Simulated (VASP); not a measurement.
The system is C.

```
C
1.0
     2.12732   -1.22828    0.00000
     2.12732    1.22828    0.00000
    -1.37907    0.00000    3.50283
C
2
Direct
  0.83336 0.83336 0.00009
  0.16664 0.16664 0.99991
```

```yaml
Program: VASP 6.6.1
Task: relaxation of cell and atoms
Functional: PBEsol
Dispersion: D3(BJ)
Potentials_or_basis: VASP PAW PBE potentials, release 64 (C)
Cutoff: 600 eV
k_mesh: 16 × 16 × 9
Occupations: methfessel-paxton, width 0.1 eV
Spin: no spin polarisation
```

At the start: pressure 0.4 GPa; volume 9.15 Å³/atom.

How do energy, volume and symmetry change on relaxing?

Over 8 steps the energy falls by 4.0 meV/atom and the volume is 8.54 Å³/atom (-6.7 %); space group R-3m (No. 166, to 0.1 Å) before and after.

Step by step:
| step | energy change (eV) | largest force (eV/Å) | pressure (GPa) | volume (Å³) |
| --- | --- | --- | --- | --- |
| 1 | 0.0000 | 0.0034 | 0.43 | 18.31 |
| 2 | 0.0001 | 0.0033 | -2.99 | 18.37 |
| 3 | -0.0006 | 0.0003 | -1.21 | 18.34 |
| 4 | -0.0018 | 0.0040 | -1.18 | 18.21 |
| 5 | -0.0050 | 0.0168 | -0.99 | 17.85 |
| 6 | -0.0079 | 0.0447 | -0.48 | 17.12 |
| 7 | -0.0042 | 0.1227 | 3.94 | 16.90 |
| 8 | -0.0080 | 0.0204 | 0.17 | 17.09 |

Final structure:
```cif
data_structure
_symmetry_space_group_name_H-M 'P 1'
_symmetry_Int_Tables_number 1
_cell_length_a 2.4588
_cell_length_b 2.4588
_cell_length_c 3.5471
_cell_angle_alpha 109.832
_cell_angle_beta 109.832
_cell_angle_gamma 59.986
_cell_volume 17.09
loop_
_atom_site_label
_atom_site_type_symbol
_atom_site_fract_x
_atom_site_fract_y
_atom_site_fract_z
_atom_site_occupancy
C1 C 0.83336 0.83336 0.00002 1
C2 C 0.16664 0.16664 0.99998 1
```

Caveat: the PAW data sets were made with another functional, which shifts forces and pressure a little; the relaxation stopped at a loose force limit of 0.05 eV/Å, so its end isn't a converged minimum.
